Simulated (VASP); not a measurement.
The system is TiO2.

```
Ti O
1.0
     0.00000    2.47257    2.37927
     2.47257    0.00000    2.37927
     2.47257    2.47257    0.00000
Ti O
1 2
Direct
  0.00000 0.00000 0.00000
  0.25000 0.25000 0.25000
  0.75000 0.75000 0.75000
```

This cell differs from its parent crystal: epitaxial xy strain +3.2%.

Base run:

```yaml
Program: VASP 6.6.1
Functional: PBE
Potentials_or_basis: VASP PAW PBE potentials, release 64 (Ti_sv, O)
Cutoff: 520 eV
k_mesh: 10 × 10 × 10
Occupations: fermi-dirac, width 0.02 eV
Spin: no spin polarisation
```

Its results: band gap on the k mesh 0.70 eV, indirect (least direct gap 1.42 eV); pressure -6.6 GPa.

Task: The run is repeated on the same cell with these changes: functional from PBE to r2SCAN; occupations from fermi-dirac, width 0.02 eV to gaussian, width 0.01 eV. What comes out?

Result: Band gap on the k mesh 1.09 eV, indirect (least direct gap 1.81 eV); pressure -12.1 GPa.

Caveats: the PAW data sets were made with another functional, which shifts forces and pressure a little (some runs).

A k mesh can miss the band edges.
